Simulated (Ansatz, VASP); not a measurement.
Two plane-wave programs on Ga

INCAR

```
SYSTEM = Ga
PREC = Accurate
ENCUT = 520
EDIFF = 1E-6
ISMEAR = 0
SIGMA = 0.023
LREAL = .False.
LASPH = .True.
NELM = 60
ALGO = Fast
ISIF = 2
LWAVE = .False.
LCHARG = .False.
GGA = PE
NBANDS = 20
```

The input KPOINTS:

```
regular mesh
0
Gamma
  10 10 8
  0 0 0
```

The input POSCAR:

```
Ga
1.0
    1.3830000000     -4.0265000000      0.0000000000
    1.3830000000      4.0265000000      0.0000000000
   -0.1174474948      0.0000000000      3.3299294416
Ga
2
Direct
    0.1310000000      0.8690000000      0.7500000000
    0.8690000000      0.1310000000      0.2500000000
```

File input.yaml:

```yaml
crystal:
  lattice:
    - [1.383, -4.0265, 0.0]
    - [1.383, 4.0265, 0.0]
    - [-0.1174474948, 0.0, 3.3299294416]
  atoms:
    - { symbol: Ga, position: [0.131, 0.869, 0.75] }
    - { symbol: Ga, position: [0.869, 0.131, 0.25] }
hamiltonian:
  xc: pbe
  pseudopotentials: { kind: paw }
kpoints:
  mp_grid: { grid: [10, 10, 8] }
scf:
  occupations: { method: gaussian, width: 0.023 }
output:
  forces: true
  stress: true
  eigenvalues: true
```

Alike in both runs: task single point; functional PBE; k mesh 10 × 10 × 8; occupations gaussian, width 0.023 eV; no spin polarisation.

|  | VASP | Ansatz |
| --- | --- | --- |
| version | VASP 6.6.1 | Ansatz 0.2.0 |
| potentials or method | VASP PAW PBE potentials, release 64 (Ga_d) | Ansatz PAW |
| plane-wave cutoff (eV) | 520 | 420 |
| valence electrons in the cell | 26 | 26 |

```csv
,VASP,Ansatz,Ansatz less VASP
gap on the k mesh at the Fermi level (eV),none,none,-
pressure (GPa),1.6,1.6,+0.02
"traceless stress, the component that is largest in VASP (GPa)",-1.21,-1.19,+0.016
rms of the force components (eV/Å),0.126,0.124,-0.0017
```

Atom by atom the forces differ by 0.002 eV/Å (rms over components). A gap of «none» marks a metal or a gap that the smearing closes.
